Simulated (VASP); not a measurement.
# Ag (Fm-3m) in VASP: further runs

The runs below take Ag through single point, with PBE.

Program: VASP 6.6.1. These are calculated values, not measurements. Logs are shortened: lines on timing, memory, paths and dates and some standing lists are left out, and cuts for length are marked.

### Step 1. The cell of the first run

The structure is cubic, space group Fm-3m (No. 225). Conventional cell: a = 3.945 Å, b = 3.945 Å, c = 3.945 Å, α = 90.00°, β = 90.00°, γ = 90.00°. Within 3.7 Å of Ag (site symmetry m-3m) lie 12 Ag at 2.79 Å.

### Step 2. Single point, PBE

File INCAR:

```
SYSTEM = Ag
ALGO = Normal
EDIFF = 1E-6
ENCUT = 520
GGA = PE
ISIF = 2
ISMEAR = -1
LASPH = .True.
LCHARG = .True.
LELF = .True.
LREAL = .False.
LVHAR = .True.
LWAVE = .False.
NBANDS = 12
NELM = 60
PREC = Accurate
SIGMA = 0.1
```

File KPOINTS:

```
k-points
0
Gamma
  11 11 11
  0 0 0
```

File POSCAR:

```
Ag
1.0
    0.0000000000      1.9722534404      1.9722534404
    1.9722534404      0.0000000000      1.9722534404
    1.9722534404      1.9722534404      0.0000000000
Ag
1
Direct
    0.0000000000      0.0000000000      0.0000000000
```

Potentials or basis: VASP PAW PBE potentials, release 64 (Ag).

Started as:

```
$ cat potpaw_PBE.64/Ag/POTCAR > POTCAR
$ mpirun -np 1 vasp_std > vasp.out
```

OUTCAR:

```text
SYSTEM = Ag
   EDIFF = 1E-6
   ENCUT = 520
   GGA = PE
   ISIF = 2
   ISMEAR = -1
   LASPH = .True.
   LREAL = .False.
   NELM = 60
   PREC = Accurate

 ion  position               nearest neighbor table
   1  0.000  0.000  0.000-

  LATTYP: Found a face centered cubic cell.
 ALAT       =     3.9445068808

  Lattice vectors:

 A1 = (   0.0000000000,   1.9722534404,   1.9722534404)
 A2 = (   1.9722534404,   0.0000000000,   1.9722534404)
 A3 = (   1.9722534404,   1.9722534404,   0.0000000000)

Analysis of symmetry for initial positions (statically):
=====================================================================
 Subroutine PRICEL returns:
 Original cell was already a primitive cell.

 Routine SETGRP: Setting up the symmetry group for a
 face centered cubic supercell.

 Subroutine GETGRP returns: Found 48 space group operations
[... 9 lines left out ...]

 Routine SETGRP: Setting up the symmetry group for a
 face centered cubic supercell.

 Subroutine GETGRP returns: Found 48 space group operations
[... 11 lines left out ...]
                                     Primitive cell

  volume of cell :      15.3433

  direct lattice vectors                    reciprocal lattice vectors
     0.000000000  1.972253440  1.972253440    -0.253517114  0.253517114  0.253517114
     1.972253440  0.000000000  1.972253440     0.253517114 -0.253517114  0.253517114
     1.972253440  1.972253440  0.000000000     0.253517114  0.253517114 -0.253517114

  length of vectors
     2.789187564  2.789187564  2.789187564     0.439104522  0.439104522  0.439104522

  position of ions in fractional coordinates (direct lattice)
     0.000000000  0.000000000  0.000000000

  ion indices of the primitive-cell ions
   primitive index   ion index
                 1           1

----------------------------------------------------------------------------------------

 KPOINTS: k-points

Automatic generation of k-mesh.
 Grid dimensions read from file:
 generate k-points for:   11   11   11

 Generating k-lattice:

  Cartesian coordinates                     Fractional coordinates (reciprocal lattice)
    -0.023047010  0.023047010  0.023047010     0.090909091  0.000000000  0.000000000
     0.023047010 -0.023047010  0.023047010     0.000000000  0.090909091  0.000000000
     0.023047010  0.023047010 -0.023047010     0.000000000  0.000000000  0.090909091

  Length of vectors
     0.039918593  0.039918593  0.039918593

  Shift w.r.t. Gamma in fractional coordinates (k-lattice)
     0.000000000  0.000000000  0.000000000
[... 56 lines left out ...]
   NFREE  =      0    steps in history (QN), initial steepest desc. (CG)
   ISIF   =      2    stress and relaxation
   ISYM   =      2    0-nonsym 1-usesym 2-fastsym
   POTIM  = 0.5000    time-step for ionic-motion
   TEBEG  =    0.0;   TEEND  =   0.0 temperature during run
   PSTRESS=    0.0 pullay stress
   NELECT =      11.0000    total number of electrons
   NUPDOWN=      -1.0000    fix difference up-down
   EMIN   =  10.00;   EMAX   =-10.00  energy-range for DOS
   EFERMI =   0.00;   METHOD = LEGACY
   ISMEAR =    -1;   SIGMA  =   0.10  broadening in eV -4-tet -1-fermi 0-gaus
   EFERMI_NEDOS =   21; number of points for ismear=-14 and -15
   IALGO  =     38    algorithm
   IMIX   =      4    mixing-type and parameters
     AMIX     =   0.40;   BMIX     =  1.00
     AMIX_MAG =   1.60;   BMIX_MAG =  1.00
  volume/ion in A,a.u.               =      15.34       103.54
  Fermi-wavevector in a.u.,A,eV,Ry     =   1.465209  2.768844 29.209509  2.146838
  Thomas-Fermi vector in A             =   2.581093
   LORBIT       =      0    0 simple, 1 ext, 2 COOP (PROOUT), +10 PAW based schemes
   GGA     = PE    functional components
   LHFCALC =     F    Hartree Fock is set to
   AEXX    =    0.0000 exact exchange contribution
   IVDW    =     0    specifies the selected vdW correction
   LEPSILON=     F    determine dielectric tensor
   LRPA    =     F    only Hartree local field effects (RPA)
 non-spin polarized calculation
  energy-cutoff  :      520.00
  volume of cell :       15.34
 maximum number of plane-waves:       428
 NGX is ok and might be reduce to    24
   NGX = 11   NGY = 11   NGZ = 11

 number of electron      10.9999999 magnetization

 Free energy of the ion-electron system (eV)
  ---------------------------------------------------
  ext. energy  EPLUGINS =         0.00000000
  ---------------------------------------------------
  free energy    TOTEN  =        -2.58957313 eV

  energy without entropy =       -2.58266842  energy(sigma->0) =       -2.58612077

 E-fermi :  10.1764     XC(G=0): -12.8533

 val. band max:       10.0627903755   @ k =  -0.4545   0.0909   0.0000
 cond. band min:      10.2651090952   @ k =   0.4545   0.3636   0.0000
 fundamental gap:      0.2023187196
 Fermi energy:        10.1763926145

 k-point     1 :       0.0000    0.0000    0.0000
  band No.  band energies     occupation
      1       1.4085      2.00000
      2       4.7584      2.00000
      3       4.7584      2.00000
      4       4.7584      2.00000
      5       6.0032      2.00000
      6       6.0032      2.00000
      7      26.1984      0.00000
      8      30.4062      0.00000
      9      30.4062      0.00000
     10      30.4062      0.00000
     11      35.5010      0.00000
     12      37.4263      0.00000
[... 331 lines left out ...]
 k-point    24 :      -0.1818    0.1818    0.0000
  band No.  band energies     occupation
      1       3.6291      2.00000
      2       4.2636      2.00000
      3       4.9872      2.00000
      4       5.4883      2.00000
      5       5.5224      2.00000
      6       7.2995      2.00000
      7      22.7240      0.00000
      8      23.2538      0.00000
      9      29.4119      0.00000
     10      31.1336      0.00000
     11      32.5399      0.00000
     12      36.4674      0.00000

 [... further k-points ...]

------------------------ aborting loop because EDIFF is reached ----------------------------------------

  FORCE on cell =-STRESS in cart. coord.  units (eV):
  Direction    XX          YY          ZZ          XY          YZ          ZX
  --------------------------------------------------------------------------------------
  -------------------------------------------------------------------------------------
  Total        1.9744270      1.9744270      1.9744270     -0.0000000      0.0000000     -0.0000000
  in kB      206.1738152    206.1738152    206.1738152     -0.0000000      0.0000000     -0.0000000
  external PRESSURE =     206.1738152 kB  Pullay stress =       0.0000000 kB

 VOLUME and BASIS-vectors are now :
 -----------------------------------------------------------------------------
  energy-cutoff  :      520.00
  volume of cell :       15.34
      direct lattice vectors                 reciprocal lattice vectors
     0.000000000  1.972253440  1.972253440    -0.253517114  0.253517114  0.253517114
     1.972253440  0.000000000  1.972253440     0.253517114 -0.253517114  0.253517114
     1.972253440  1.972253440  0.000000000     0.253517114  0.253517114 -0.253517114

 POSITION                                       TOTAL-FORCE (eV/Angst)
 -----------------------------------------------------------------------------------
      0.00000      0.00000      0.00000         0.000000     -0.000000     -0.000000
 -----------------------------------------------------------------------------------
    total drift:                                0.000000      0.000000     -0.000000

  FREE ENERGIE OF THE ION-ELECTRON SYSTEM (eV)
  ---------------------------------------------------
  free  energy   TOTEN  =        -2.5895731307 eV

  energy  without entropy=       -2.5826684153  energy(sigma->0) =       -2.58612077
```

OSZICAR:

```text
N       E                     dE             d eps       ncg     rms          rms(c)
DAV:   1     0.531534775468E+02    0.53153E+02   -0.56236E+03  1352   0.855E+02
DAV:   2    -0.204653213492E+01   -0.55200E+02   -0.52387E+02  1544   0.200E+02
DAV:   3    -0.287368568507E+01   -0.82715E+00   -0.82679E+00  1600   0.256E+01
DAV:   4    -0.287600012533E+01   -0.23144E-02   -0.23143E-02  1528   0.142E+00
DAV:   5    -0.287601601760E+01   -0.15892E-04   -0.15891E-04  1640   0.106E-01    0.702E+00
DAV:   6    -0.260816654684E+01    0.26785E+00   -0.92096E-01  1516   0.884E+00    0.430E+00
DAV:   7    -0.259358944933E+01    0.14577E-01   -0.21350E-02  1564   0.136E+00    0.225E+00
DAV:   8    -0.258956545980E+01    0.40240E-02   -0.80542E-04  1512   0.217E-01    0.134E-01
DAV:   9    -0.258956870035E+01   -0.32405E-05   -0.74770E-06  1572   0.226E-02    0.269E-02
DAV:  10    -0.258957376600E+01   -0.50656E-05   -0.35131E-06  1560   0.164E-02    0.820E-03
DAV:  11    -0.258957313068E+01    0.63532E-06   -0.97526E-08   860   0.267E-03
   1 F= -.25895731E+01 E0= -.25861208E+01  d E =-.690472E-02
```

It took 8.6 s on 1 thread of Intel Xeon 6975P-C (Granite Rapids), shared host; peak memory 0.14 GiB.

Results:

| Quantity | Value |
| --- | --- |
| Free energy | -2.5896 eV |
| Pressure | 20.6 GPa |

Levels at points of the mesh, in eV from the Fermi level:
```
           k point  band 3  band 4  band 5  band 6  band 7  band 8  band 9  band 10
(0.00, 0.00, 0.00)   -5.42   -5.42   -4.17   -4.17   16.02   20.23   20.23    20.23
```

### Step 3. Single point, PBE

This run uses another cell than the first one, of 15.77 Å³/atom, 1.028 times its volume.

File INCAR:

```
SYSTEM = Ag
PREC = Accurate ; ENCUT = 520
EDIFF = 1E-7 ; ISMEAR = -1
SIGMA = 0.1 ; LREAL = .FALSE.
LASPH = .TRUE. ; NELM = 60
ALGO = Normal ; ISIF = 2
LWAVE = .FALSE. ; LCHARG = .FALSE.
GGA = PE ; NBANDS = 12
```

File KPOINTS:

```
regular mesh
0
G
  11 11 11
  0 0 0
```

File POSCAR:

```
Ag
1.0
    0.0000000000      1.9903485194      1.9903485194
    1.9903485194      0.0000000000      1.9903485194
    1.9903485194      1.9903485194      0.0000000000
Ag
1
Direct
    0.0000000000      0.0000000000      0.0000000000
```

Potentials or basis: VASP PAW PBE potentials, release 64 (Ag).

Started as:

```
$ cat potpaw_PBE.64/Ag/POTCAR > POTCAR
$ mpirun -np 1 vasp_std > vasp.out
```

Wall time 7.5 s (1 thread of Intel Xeon 6975P-C (Granite Rapids), shared host); peak memory 0.14 GiB.

Results (log left out):

```
Free energy : -2.6377 eV
Pressure    : 15.5 GPa
```

Levels at points of the mesh, in eV from the Fermi level:
```
           k point  band 2  band 3  band 4  band 5  band 6  band 7  band 8  band 9  band 10  band 11
(0.00, 0.00, 0.00)   -5.31   -5.31   -5.31   -4.12   -4.12   15.98   20.02   20.02    20.02    25.04
```

### Step 4. Single point, PBE

This run uses another cell than the first one, of 16.20 Å³/atom, 1.056 times its volume.

File INCAR:

```
SYSTEM = Ag
PREC = Accurate
ENCUT = 520
EDIFF = 1E-7
ISMEAR = -1
SIGMA = 0.1
LREAL = .False.
LASPH = .True.
NELM = 80
ALGO = Normal
ISIF = 2
LWAVE = .False.
LCHARG = .False.
GGA = PE
NBANDS = 12
```

File KPOINTS:

```
regular mesh
0
Gamma
  11 11 11
  0 0 0
```

File POSCAR:

```
Ag
1.0
    0.0000000000      2.0081204287      2.0081204287
    2.0081204287      0.0000000000      2.0081204287
    2.0081204287      2.0081204287      0.0000000000
Ag
1
Direct
    0.0000000000      0.0000000000      0.0000000000
```

Started as:

```
$ cat potpaw_PBE.64/Ag/POTCAR > POTCAR
$ mpirun -np 1 vasp_std > vasp.out
```

It took 6.5 s on 1 thread of Intel Xeon 6975P-C (Granite Rapids), shared host; peak memory 0.14 GiB.

The run converged. Its results:

```
Free energy : -2.6734 eV
Pressure    : 11.2 GPa
```

Levels at points of the mesh, in eV from the Fermi level:
```csv
k point,band 3,band 4,band 5,band 6,band 7,band 8,band 9,band 10
"(0.00, 0.00, 0.00)",-5.21,-5.21,-4.07,-4.07,15.93,19.81,19.81,19.81
```

### Step 5. Overview

| cell | gap on the mesh (eV) | pressure (GPa) |
| --- | --- | --- |
| a = 2.789 Å, angles 60.0°, 1 atom | none | 20.6 |
| a = 2.815 Å, angles 60.0°, 1 atom | none | 15.5 |
| a = 2.840 Å, angles 60.0°, 1 atom | none | 11.2 |

Alike in all rows: task single point; level PBE; potentials or basis VASP PAW PBE potentials, release 64 (Ag); no spin polarisation; k mesh 11 × 11 × 11; cutoff (eV) 520; smearing fermi-dirac 0.1 eV.

Total energies depend on the potentials used, so only differences within one code and one set of settings carry meaning.
